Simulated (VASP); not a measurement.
# AlN (I-4m2) in VASP: further runs

The runs below take AlN through single point, with r2SCAN.

Everything below comes from runs of VASP 6.6.1. Logs are shortened: lines on timing, memory, paths and dates and some standing lists are left out, and cuts for length are marked.

### 1 The cell of the first run

Symmetry: I-4m2, No. 119, tetragonal system. Conventional cell: a = 3.090 Å, b = 3.090 Å, c = 4.282 Å, α = 90.00°, β = 90.00°, γ = 90.00°. Al (site symmetry -4m2) has 4 N at 1.88 Å within 2.5 Å. N (site symmetry -4m2) has 4 Al at 1.88 Å within 2.5 Å.

### 2 Single point, r2SCAN (uniaxial z strain -2.0%)

File POSCAR:

```
AlN
1.0
    0.0000000000      2.1848764125      2.1411788842
    2.1848764125      0.0000000000      2.1411788842
    2.1848764125      2.1848764125      0.0000000000
Al N
1 1
Direct
    0.0000000000      0.0000000000      0.0000000000
    0.2500000000      0.2500000000      0.2500000000
```

File INCAR.step1:

```
ALGO     = Normal         # electronic algorithm
EDIFF    = 1E-4           # SCF threshold, eV
ENCUT    = 520            # plane-wave cutoff, eV
GGA      = PE             # functional
ISMEAR   = 0              # smearing method
LASPH    = T              # aspherical terms in the spheres
LCHARG   = F              # write CHGCAR
LREAL    = F              # projectors in reciprocal space
LWAVE    = T              # write WAVECAR
NBANDS   = 11             # bands
NELM     = 80             # most SCF steps
PREC     = Accurate       # precision mode
SIGMA    = 0.01           # smearing width, eV
```

File INCAR.step2:

```
ALGO     = Normal         # electronic algorithm
EDIFF    = 1E-7           # SCF threshold, eV
ENCUT    = 520            # plane-wave cutoff, eV
ISIF     = 2              # what is computed and relaxed
ISMEAR   = 0              # smearing method
ISTART   = 1            
LASPH    = T              # aspherical terms in the spheres
LCHARG   = F              # write CHGCAR
LMIXTAU  = T            
LREAL    = F              # projectors in reciprocal space
LWAVE    = F              # write WAVECAR
METAGGA  = R2SCAN         # meta-GGA
NBANDS   = 11             # bands
NELM     = 80             # most SCF steps
PREC     = Accurate       # precision mode
SIGMA    = 0.01           # smearing width, eV
```

File KPOINTS:

```
k-points
0
Gamma
  10 10 10
```

Potentials or basis: VASP PAW PBE potentials, release 64 (Al, N).

Launch:

```console
> cat potpaw_PBE.64/Al/POTCAR potpaw_PBE.64/N/POTCAR > POTCAR
> cp INCAR.step1 INCAR
> mpirun -np 1 vasp_std > vasp.out
> cp INCAR.step2 INCAR
> mpirun -np 1 vasp_std > vasp.out
```

OUTCAR:

```text
EDIFF = 1E-7
   ENCUT = 520
   ISIF = 2
   ISMEAR = 0
   ISTART = 1
   LASPH = T
   LREAL = F
   METAGGA = R2SCAN
   NELM = 80
   PREC = Accurate

 ion  position               nearest neighbor table
   1  0.000  0.000  0.000-   2 1.88   2 1.88   2 1.88   2 1.88
   2  0.250  0.250  0.250-   1 1.88   1 1.88   1 1.88   1 1.88

  LATTYP: Found a body centered tetragonal cell.
 ALAT       =     3.0898818547
 C/A-ratio  =     1.3859292911

  Lattice vectors:

 A1 = (   0.0000000000,  -2.1848764125,  -2.1411788842)
 A2 = (   0.0000000000,   2.1848764125,  -2.1411788842)
 A3 = (   2.1848764125,   0.0000000000,   2.1411788842)

Analysis of symmetry for initial positions (statically):
=====================================================================
 Subroutine PRICEL returns:
 Original cell was already a primitive cell.

 Routine SETGRP: Setting up the symmetry group for a
 body centered tetragonal supercell.

 Subroutine GETGRP returns: Found  8 space group operations
 (whereof  8 operations were pure point group operations)
 out of a pool of 16 trial point group operations.

The static configuration has the point symmetry D_2d.

Analysis of symmetry for dynamics (positions and initial velocities):
=====================================================================
 Subroutine PRICEL returns:
 Original cell was already a primitive cell.

 Routine SETGRP: Setting up the symmetry group for a
 body centered tetragonal supercell.

 Subroutine GETGRP returns: Found  8 space group operations
 (whereof  8 operations were pure point group operations)
 out of a pool of 16 trial point group operations.

The dynamic configuration has the point symmetry D_2d.

 Subroutine INISYM returns: Found  8 space group operations
 (whereof  8 operations are pure point group operations),
 and found     1 'primitive' translations

----------------------------------------------------------------------------------------

                                     Primitive cell

  volume of cell :      20.4426

  direct lattice vectors                    reciprocal lattice vectors
     0.000000000  2.184876412  2.141178884    -0.228845896  0.228845896  0.233516220
     2.184876412  0.000000000  2.141178884     0.228845896 -0.228845896  0.233516220
     2.184876412  2.184876412  0.000000000     0.228845896  0.228845896 -0.233516220

  length of vectors
     3.059139087  3.059139087  3.089881855     0.399087350  0.399087350  0.399087350

  position of ions in fractional coordinates (direct lattice)
     0.000000000  0.000000000  0.000000000
     0.250000000  0.250000000  0.250000000

  ion indices of the primitive-cell ions
   primitive index   ion index
                 1           1
                 2           2

----------------------------------------------------------------------------------------

 KPOINTS: k-points

Automatic generation of k-mesh.
 Grid dimensions read from file:
 generate k-points for:   10   10   10

 Generating k-lattice:

  Cartesian coordinates                     Fractional coordinates (reciprocal lattice)
    -0.022884590  0.022884590  0.023351622     0.100000000  0.000000000  0.000000000
     0.022884590 -0.022884590  0.023351622     0.000000000  0.100000000  0.000000000
     0.022884590  0.022884590 -0.023351622    -0.000000000 -0.000000000  0.100000000

  Length of vectors
     0.039908735  0.039908735  0.039908735

  Shift w.r.t. Gamma in fractional coordinates (k-lattice)
     0.000000000  0.000000000  0.000000000

 Subroutine IBZKPT returns following result:
 ===========================================

 Found    102 irreducible k-points:

 Following reciprocal coordinates:
            Coordinates               Weight
  0.000000  0.000000  0.000000      1.000000
  0.100000  0.000000  0.000000      8.000000
  0.200000  0.000000  0.000000      8.000000
  0.300000  0.000000  0.000000      8.000000
  0.400000  0.000000  0.000000      8.000000
  0.500000  0.000000  0.000000      4.000000
[... 16 lines left out ...]
  0.300000  0.300000  0.000000      2.000000
  0.400000  0.300000  0.000000      8.000000
 [... further k-points ...]
   k-points           NKPTS =    102   k-points in BZ     NKDIM =    102   number of bands    NBANDS=     11
   number of dos      NEDOS =    301   number of ions     NIONS =      2
   total plane-waves  NPLWV =  13824
   dimension x,y,z NGX =    24 NGY =   24 NGZ =   24
   dimension x,y,z NGXF=    48 NGYF=   48 NGZF=   48
   ions per type =               1   1
   NGX,Y,Z   is equivalent  to a cutoff of  13.04, 13.04, 12.91 a.u.
   NGXF,Y,Z  is equivalent  to a cutoff of  26.09, 26.09, 25.83 a.u.
 SYSTEM =  unknown system
   PREC   = accura    normal or accurate (medium, high low for compatibility)
   ISTART =      1    job   : 0-new  1-cont  2-samecut
   ICHARG =      0    charge: 1-file 2-atom 10-const
   ISPIN  =      1    spin polarized calculation?
   LNONCOLLINEAR =      F non collinear calculations
   LSORBIT =      F    spin-orbit coupling
   LASPH  =      T    aspherical Exc in radial PAW
   ENCUT  =  520.0 eV  38.22 Ry    6.18 a.u.   5.69  5.69  5.75*2*pi/ulx,y,z
   NELM   =     80;   NELMIN=  2; NELMDL=  0     # of ELM steps
   EDIFF  = 0.1E-06   stopping-criterion for ELM
   LREAL  =      F    real-space projection
   EDIFFG = 0.1E-05   stopping-criterion for IOM
   NSW    =      0    number of steps for IOM
   IBRION =     -1    ionic relax: 0-MD 1-quasi-New 2-CG
   NFREE  =      0    steps in history (QN), initial steepest desc. (CG)
   ISIF   =      2    stress and relaxation
   ISYM   =      2    0-nonsym 1-usesym 2-fastsym
   POTIM  = 0.5000    time-step for ionic-motion
   TEBEG  =    0.0;   TEEND  =   0.0 temperature during run
   PSTRESS=    0.0 pullay stress
   NELECT =       8.0000    total number of electrons
   NUPDOWN=      -1.0000    fix difference up-down
   EMIN   =  10.00;   EMAX   =-10.00  energy-range for DOS
   EFERMI =   0.00;   METHOD = LEGACY
   ISMEAR =     0;   SIGMA  =   0.01  broadening in eV -4-tet -1-fermi 0-gaus
   EFERMI_NEDOS =   21; number of points for ismear=-14 and -15
   IALGO  =     38    algorithm
   IMIX   =      4    mixing-type and parameters
     AMIX     =   0.40;   BMIX     =  1.00
     AMIX_MAG =   1.60;   BMIX_MAG =  1.00
  volume/ion in A,a.u.               =      10.22        68.98
  Fermi-wavevector in a.u.,A,eV,Ry     =   1.197455  2.262862 19.509378  1.433899
  Thomas-Fermi vector in A             =   2.333370
   LORBIT       =      0    0 simple, 1 ext, 2 COOP (PROOUT), +10 PAW based schemes
   METAGGA = R2SCAN    functional components
   LHFCALC =     F    Hartree Fock is set to
   AEXX    =    0.0000 exact exchange contribution
   IVDW    =     0    specifies the selected vdW correction
   LEPSILON=     F    determine dielectric tensor
   LRPA    =     F    only Hartree local field effects (RPA)
 non-spin polarized calculation
 Gauss-broadening in eV      SIGMA  =   0.01
  energy-cutoff  :      520.00
  volume of cell :       20.44
 maximum number of plane-waves:       560
   NGX = 11   NGY = 11   NGZ = 11

 number of electron       7.9999999 magnetization

 Free energy of the ion-electron system (eV)
  ---------------------------------------------------
  ext. energy  EPLUGINS =         0.00000000
  ---------------------------------------------------
  free energy    TOTEN  =       -19.17213165 eV

  energy without entropy =      -19.17213165  energy(sigma->0) =      -19.17213165

 E-fermi :   6.0644     XC(G=0): -11.5051

 val. band max:        5.9287926049   @ k =   0.0000   0.0000   0.0000
 cond. band min:       9.7613841472   @ k =   0.5000   0.5000   0.0000
 fundamental gap:      3.8325915423
 Fermi energy:         6.0643915274

 k-point     1 :       0.0000    0.0000    0.0000
  band No.  band energies     occupation
      1      -9.9805      2.00000
      2       5.8455      2.00000
      3       5.8455      2.00000
      4       5.9288      2.00000
      5      10.9424      0.00000
      6      19.5731      0.00000
      7      19.6012      0.00000
      8      19.6012      0.00000
      9      24.2243      0.00000
     10      24.8743      0.00000
     11      26.0619      0.00000

 k-point     2 :       0.1000    0.0000    0.0000
  band No.  band energies     occupation
      1      -9.8303      2.00000
      2       5.0699      2.00000
      3       5.7869      2.00000
      4       5.8562      2.00000
      5      11.5977      0.00000
      6      19.2012      0.00000
      7      19.7220      0.00000
      8      19.7510      0.00000
      9      23.0690      0.00000
     10      23.5372      0.00000
     11      25.5612      0.00000

 k-point     3 :       0.2000    0.0000    0.0000
  band No.  band energies     occupation
      1      -9.4044      2.00000
      2       3.4311      2.00000
      3       5.6405      2.00000
      4       5.7402      2.00000
      5      12.7631      0.00000
      6      18.3908      0.00000
      7      19.4811      0.00000
      8      19.7393      0.00000
      9      22.7581      0.00000
     10      22.9089      0.00000
     11      24.6877      0.00000

 k-point     4 :       0.3000    0.0000    0.0000
  band No.  band energies     occupation
      1      -8.7899      2.00000
      2       1.7328      2.00000
      3       5.4718      2.00000
      4       5.6079      2.00000
      5      13.6568      0.00000
      6      17.6063      0.00000
      7      18.6486      0.00000
      8      19.0524      0.00000
      9      23.9647      0.00000
     10      24.0925      0.00000
     11      24.6010      0.00000
[... 239 lines left out ...]
 k-point    22 :      -0.2000    0.2000    0.0000
  band No.  band energies     occupation
      1      -8.6007      2.00000
      2       2.0940      2.00000
      3       4.2202      2.00000
      4       5.5412      2.00000
      5      14.3782      0.00000
      6      16.6631      0.00000
      7      18.6559      0.00000
      8      19.1940      0.00000
      9      22.0055      0.00000
     10      25.6829      0.00000
     11      29.1131      0.00000

 k-point    23 :       0.3000    0.3000    0.0000
  band No.  band energies     occupation
      1      -8.3666      2.00000
      2       2.3595      2.00000
      3       4.5088      2.00000
      4       4.5088      2.00000
      5      11.9974      0.00000
      6      16.4278      0.00000
      7      19.2372      0.00000
      8      21.6094      0.00000
      9      21.6094      0.00000
     10      27.1890      0.00000
     11      31.1748      0.00000

 k-point    24 :       0.4000    0.3000    0.0000
  band No.  band energies     occupation
      1      -7.8952      2.00000
      2       1.7014      2.00000
      3       4.0764      2.00000
      4       4.3295      2.00000
      5      11.4936      0.00000
      6      16.2346      0.00000
      7      19.6401      0.00000
      8      21.6444      0.00000
      9      22.2885      0.00000
     10      28.3851      0.00000
     11      31.0867      0.00000

 [... further k-points ...]

------------------------ aborting loop because EDIFF is reached ----------------------------------------

  FORCE on cell =-STRESS in cart. coord.  units (eV):
  Direction    XX          YY          ZZ          XY          YZ          ZX
  --------------------------------------------------------------------------------------
  -------------------------------------------------------------------------------------
  Total        0.3951743      0.3951743      0.7431724      0.0000000     -0.0000000      0.0000000
  in kB       30.9715263     30.9715263     58.2456482      0.0000000     -0.0000000      0.0000000
  external PRESSURE =      40.0629003 kB  Pullay stress =       0.0000000 kB

 VOLUME and BASIS-vectors are now :
 -----------------------------------------------------------------------------
  energy-cutoff  :      520.00
  volume of cell :       20.44
      direct lattice vectors                 reciprocal lattice vectors
     0.000000000  2.184876412  2.141178884    -0.228845896  0.228845896  0.233516220
     2.184876412  0.000000000  2.141178884     0.228845896 -0.228845896  0.233516220
     2.184876412  2.184876412  0.000000000     0.228845896  0.228845896 -0.233516220

 POSITION                                       TOTAL-FORCE (eV/Angst)
 -----------------------------------------------------------------------------------
      0.00000      0.00000      0.00000         0.000000      0.000000      0.000000
      1.09244      1.09244      1.07059        -0.000000     -0.000000      0.000000
 -----------------------------------------------------------------------------------
    total drift:                               -0.000002     -0.000002      0.000000

  FREE ENERGIE OF THE ION-ELECTRON SYSTEM (eV)
  ---------------------------------------------------
  free  energy   TOTEN  =       -19.1721316505 eV

  energy  without entropy=      -19.1721316505  energy(sigma->0) =      -19.17213165
```

Run time: 78 s. Hardware: 1 thread of Intel Xeon 8259CL, shared host; peak memory 0.15 GiB.

Results:

```yaml
Free_energy: -19.1721 eV
Pressure: 4.0 GPa
Band_gap_on_the_k_mesh: 3.83 eV (least direct gap 5.01 eV)
```

Stress tensor (GPa, compression positive):
```
3.10 0.00 0.00
0.00 3.10 0.00
0.00 0.00 5.82
```

Caveat: the cell differs from its parent crystal (uniaxial z strain -2.0%); the cell stands under pressure; the PAW data sets were made with another functional, which shifts forces and pressure a little. A k mesh can miss the band edges.

### 3 Single point, r2SCAN (uniaxial z strain -1.0%)

File POSCAR:

```
AlN
1.0
    0.0000000000      2.1848764125      2.1630276483
    2.1848764125      0.0000000000      2.1630276483
    2.1848764125      2.1848764125      0.0000000000
Al N
1 1
Direct
    0.0000000000      0.0000000000      0.0000000000
    0.2500000000      0.2500000000      0.2500000000
```

File INCAR.step1:

```
PREC = Accurate
ENCUT = 520
ISMEAR = 0
SIGMA = 0.01
LREAL = F
LASPH = T
NELM = 80
NBANDS = 11
GGA = PE
ALGO = Normal
EDIFF = 1E-4
LWAVE = T
LCHARG = F
```

File INCAR.step2:

```
PREC = Accurate
ENCUT = 520
EDIFF = 1E-6
ISMEAR = 0
SIGMA = 0.01
LREAL = F
LASPH = T
NELM = 80
ALGO = Normal
ISIF = 2
LWAVE = F
LCHARG = T
METAGGA = R2SCAN
LMIXTAU = T
LELF = T
LVHAR = T
NBANDS = 11
ISTART = 1
```

File KPOINTS:

```
regular mesh
0
Gamma
  10 10 10
```

Potentials or basis: VASP PAW PBE potentials, release 64 (Al, N).

Launch:

```console
> cat potpaw_PBE.64/Al/POTCAR potpaw_PBE.64/N/POTCAR > POTCAR
> cp INCAR.step1 INCAR
> mpirun -np 1 vasp_std > vasp.out
> cp INCAR.step2 INCAR
> mpirun -np 1 vasp_std > vasp.out
```

Run time: 82 s. Hardware: 1 thread of Intel Xeon 8259CL, shared host; peak memory 0.15 GiB.

It converged, with:

```yaml
Free_energy: -19.1780 eV
Pressure: 1.8 GPa
Band_gap_on_the_k_mesh: 3.88 eV (least direct gap 4.95 eV)
```

Stress tensor (GPa, compression positive):
```
1.29 0.00 0.00
0.00 1.29 0.00
0.00 0.00 2.71
```

Levels at points of the mesh, in eV from the valence-band top:
| k point | band 2 | band 3 | band 4 | band 5 | band 6 | band 7 |
| --- | --- | --- | --- | --- | --- | --- |
| (0.00, 0.00, 0.00) | -0.04 | -0.04 | 0.00 | 4.95 | 13.58 | 13.59 |
| (0.50, 0.00, 0.00) | -5.96 | -0.56 | -0.47 | 8.26 | 10.86 | 11.88 |
| (0.50, 0.50, 0.00) | -4.94 | -1.90 | -1.90 | 3.88 | 9.40 | 15.43 |
| (0.50, 0.00, 0.50) | -5.04 | -1.82 | -1.81 | 3.93 | 9.56 | 15.24 |

Caveat: the cell differs from its parent crystal (uniaxial z strain -1.0%); the PAW data sets were made with another functional, which shifts forces and pressure a little. A k mesh can miss the band edges.

(Continued in part 2 of 3.)
